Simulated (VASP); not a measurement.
The system is Re.

```
Re
1.0
     2.76080    0.00000    0.00000
    -1.38040    2.39092    0.00000
     0.00000    0.00000    4.45820
Re
2
Direct
  0.66667 0.33333 0.75000
  0.33333 0.66667 0.25000
```

Base run:

- Program: VASP 6.6.1
- Functional: BLYP
- Potentials or basis: VASP PAW PBE potentials, release 64 (Re_sv_GW)
- Cutoff: 560 eV
- k mesh: 11 × 11 × 6
- Occupations: fermi-dirac, width 0.05 eV
- Spin: no spin polarisation

Its results: band gap on the k mesh zero (bands 15 and 16 overlap by 3.36 eV); pressure 19.7 GPa.

The run is repeated on the same cell with these changes: dispersion from none to D3(BJ). What comes out?

Band gap on the k mesh zero (bands 15 and 16 overlap by 3.36 eV); pressure 1.7 GPa.

Dispersion adds attraction, which lowers the pressure at fixed volume and, as a term added to the energy, leaves the levels alone.

Caveats: the PAW data sets were made with another functional, which shifts forces and pressure a little; spin-orbit coupling is left out, which moves the levels of the heavy elements; the cell stands under pressure (at least some runs); the dispersion term is far too large for a dense solid, which distorts pressure and volume (at least some runs).
